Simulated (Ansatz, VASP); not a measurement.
# One calculation of Hf, two programs

```
CELL_PARAMETERS angstrom
4.97247 0.00000 0.00000
-2.48623 4.30628 0.00000
0.00000 0.00000 3.09124
ATOMIC_POSITIONS crystal
Hf 0.00000 0.00000 0.00000
Hf 0.33333 0.66667 0.50000
Hf 0.66667 0.33333 0.50000
```

Alike in both runs: functional r2SCAN; k mesh 7 × 7 × 10; occupations fermi-dirac, width 0.1 eV; no spin polarisation.

Ansatz relaxed the structure, and its values are those at the end. VASP's run is a single point on that final structure, the one shown.

```csv
,VASP,Ansatz
version,VASP 6.6.1,Ansatz 0.2.0
potentials or method,"VASP PAW PBE potentials, release 64 (Hf_pv), cutoff 520 eV","plane waves (500 eV) with PAW, scalar-relativistic"
valence electrons in the cell,30,78
```

|  | VASP | Ansatz | Ansatz less VASP |
| --- | --- | --- | --- |
| pressure (GPa) | -0.5 | 0.0 | +0.55 |

VASP's potentials were made for PBE, not for r2SCAN. With one functional, cell and mesh, what is left measures potentials, basis and numerics. VASP's potentials hold 30 valence electrons a cell and Ansatz's 78, so a difference there can come from the potentials and not from the codes.

Spin-orbit coupling is off throughout.
